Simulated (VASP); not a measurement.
# SnO2 (Pnnm) in VASP: further runs, part 2 of 2

VASP 6.6.1. The steps go on from the part before.

## Step 3: Single point, PBE (atoms displaced along a vibrational mode, the cell strained)

Input file INCAR:

```
SYSTEM = SnO2
PREC = Accurate ; ENCUT = 520
EDIFF = 1E-7 ; ISMEAR = 0
SIGMA = 0.05 ; LREAL = .False.
LASPH = .True. ; NELM = 100
ALGO = Normal ; ISIF = 2
LWAVE = .False. ; LCHARG = .False.
GGA = PE ; NBANDS = 35
```

Input file KPOINTS:

```
regular mesh
0
Gamma
  6 6 8
  0 0 0
```

Input file POSCAR:

```
SnO2
1.0
    4.7150643165      0.0000000000      0.0000000000
    0.0000000000      4.7150776811      0.0000000000
    0.0000000000      0.0000000000      3.3891114669
Sn O
2 4
Direct
    0.5000000000      0.5000000000      0.5000000000
    0.0000000000      0.0000000000      0.0000000000
    0.2819646748      0.3312350192      0.0000000000
    0.7819646748      0.1687649808      0.5000000000
    0.2180353252      0.8312350192      0.5000000000
    0.7180353252      0.6687649808      0.0000000000
```

Potentials or basis: VASP PAW PBE potentials, release 64 (Sn_d, O).

Launch:

```console
> cat potpaw_PBE.64/Sn_d/POTCAR potpaw_PBE.64/O/POTCAR > POTCAR
> mpirun -np 1 vasp_std > vasp.out
```

OUTCAR:

```text
SYSTEM = SnO2
   PREC = Accurate
   ENCUT = 520
   EDIFF = 1E-7
   ISMEAR = 0
   LREAL = .False.
   LASPH = .True.
   NELM = 100
   ISIF = 2
   GGA = PE

 ion  position               nearest neighbor table
   1  0.500  0.500  0.500-   4 2.05   5 2.05   3 2.14   6 2.14   3 2.14   6 2.14   2 3.74   2 3.74
                             2 3.74   2 3.74   2 3.74   2 3.74   2 3.74   2 3.74
   2  0.000  0.000  0.000-   3 2.05   6 2.05   5 2.14   4 2.14   4 2.14   5 2.14   1 3.74   1 3.74
                             1 3.74   1 3.74   1 3.74   1 3.74   1 3.74   1 3.74
   3  0.282  0.331  0.000-   2 2.05   1 2.14   1 2.14
   4  0.782  0.169  0.500-   1 2.05   2 2.14   2 2.14
   5  0.218  0.831  0.500-   1 2.05   2 2.14   2 2.14
   6  0.718  0.669  0.000-   2 2.05   1 2.14   1 2.14

  LATTYP: Found a simple tetragonal cell.
 ALAT       =     4.7150643165
 C/A-ratio  =     0.7187837195

  Lattice vectors:

 A1 = (   4.7150643165,   0.0000000000,   0.0000000000)
 A2 = (   0.0000000000,   4.7150776811,   0.0000000000)
 A3 = (   0.0000000000,   0.0000000000,   3.3891114669)

Analysis of symmetry for initial positions (statically):
[... 188 lines left out ...]
 Fermi energy:         5.5801954738

 k-point     1 :       0.0000    0.0000    0.0000
  band No.  band energies     occupation
      1     -15.4242      2.00000
      2     -14.6939      2.00000
      3     -14.6364      2.00000
      4     -14.6220      2.00000
      5     -14.6056      2.00000
      6     -14.5982      2.00000
[... 901 lines left out ...]
     34      17.4184      0.00000
     35      17.9642      0.00000

 [... further k-points ...]

------------------------ aborting loop because EDIFF is reached ----------------------------------------

  FORCE on cell =-STRESS in cart. coord.  units (eV):
  Direction    XX          YY          ZZ          XY          YZ          ZX
  --------------------------------------------------------------------------------------
  -------------------------------------------------------------------------------------
  Total        0.7826746      1.3041878     -4.7994768      0.0000000      0.0000000      0.0000000
  in kB       16.6429195     27.7324601   -102.0568477      0.0000000      0.0000000      0.0000000
  external PRESSURE =     -19.2271560 kB  Pullay stress =       0.0000000 kB

 VOLUME and BASIS-vectors are now :
 -----------------------------------------------------------------------------
  energy-cutoff  :      520.00
  volume of cell :       75.35
      direct lattice vectors                 reciprocal lattice vectors
     4.715064317  0.000000000  0.000000000     0.212086184  0.000000000  0.000000000
     0.000000000  4.715077681  0.000000000     0.000000000  0.212085583  0.000000000
     0.000000000  0.000000000  3.389111467     0.000000000  0.000000000  0.295062588

 POSITION                                       TOTAL-FORCE (eV/Angst)
 -----------------------------------------------------------------------------------
      2.35753      2.35754      1.69456         0.000000      0.000000      0.000000
      0.00000      0.00000      0.00000         0.000000      0.000000      0.000000
      1.32948      1.56180      0.00000         0.245472      0.019997      0.000000
      3.68701      0.79574      1.69456         0.245472     -0.019997     -0.000000
      1.02805      3.91934      1.69456        -0.245472      0.019997      0.000000
      3.38558      3.15328      0.00000        -0.245472     -0.019997      0.000000
 -----------------------------------------------------------------------------------
    total drift:                                0.000000      0.000000      0.000000

  FREE ENERGIE OF THE ION-ELECTRON SYSTEM (eV)
  ---------------------------------------------------
  free  energy   TOTEN  =       -37.1305668581 eV

  energy  without entropy=      -37.1305668580  energy(sigma->0) =      -37.13056686
```

OSZICAR:

```text
N       E                     dE             d eps       ncg     rms          rms(c)
DAV:   1     0.633559538934E+03    0.63356E+03   -0.25592E+04  6218   0.228E+03
DAV:   2     0.584389283713E+02   -0.57512E+03   -0.54265E+03  6040   0.610E+02
DAV:   3    -0.381710942561E+02   -0.96610E+02   -0.94753E+02  6077   0.208E+02
DAV:   4    -0.431761653045E+02   -0.50051E+01   -0.49677E+01  7141   0.510E+01
DAV:   5    -0.433084223495E+02   -0.13226E+00   -0.13204E+00  6922   0.876E+00    0.155E+01
DAV:   6    -0.370699889173E+02    0.62384E+01   -0.17827E+01  8914   0.648E+01    0.593E+00
DAV:   7    -0.371670006753E+02   -0.97012E-01   -0.20479E+00  6297   0.801E+00    0.316E+00
DAV:   8    -0.371392887742E+02    0.27712E-01   -0.21456E-01  8328   0.397E+00    0.744E-01
DAV:   9    -0.371296277555E+02    0.96610E-02   -0.39738E-02  9104   0.285E+00    0.130E-01
DAV:  10    -0.371304935590E+02   -0.86580E-03   -0.46284E-03  7099   0.633E-01    0.484E-02
DAV:  11    -0.371305683059E+02   -0.74747E-04   -0.25126E-04  8920   0.153E-01    0.229E-02
DAV:  12    -0.371305701638E+02   -0.18579E-05   -0.19224E-05  7546   0.299E-02    0.157E-02
DAV:  13    -0.371305666409E+02    0.35230E-05   -0.10474E-05  7803   0.356E-02    0.213E-03
DAV:  14    -0.371305668001E+02   -0.15921E-06   -0.87270E-07  6576   0.634E-03    0.148E-03
DAV:  15    -0.371305668581E+02   -0.57982E-07   -0.21325E-08  3843   0.175E-03
   1 F= -.37130567E+02 E0= -.37130567E+02  d E =-.340125E-11
```

Wall time 74 s (1 thread of Intel Xeon 6975P-C (Granite Rapids), shared host); peak memory 0.29 GiB.

Results:

| Quantity | Value |
| --- | --- |
| Free energy | -37.1306 eV |
| Pressure | -1.9 GPa |
| Largest force | 0.246 eV/Å |
| Band gap on the k mesh | 0.78 eV (least direct gap 0.88 eV) |

Forces in eV/Å, atoms in the order of the input:
```
Sn   0.000  0.000  0.000
Sn   0.000  0.000  0.000
O    0.245  0.020  0.000
O    0.245 -0.020  0.000
O   -0.245  0.020  0.000
O   -0.245 -0.020  0.000
```

Caveat: the cell differs from its parent crystal (atoms displaced along a vibrational mode, the cell strained); spin-orbit coupling is left out, which moves the levels of the heavy elements.
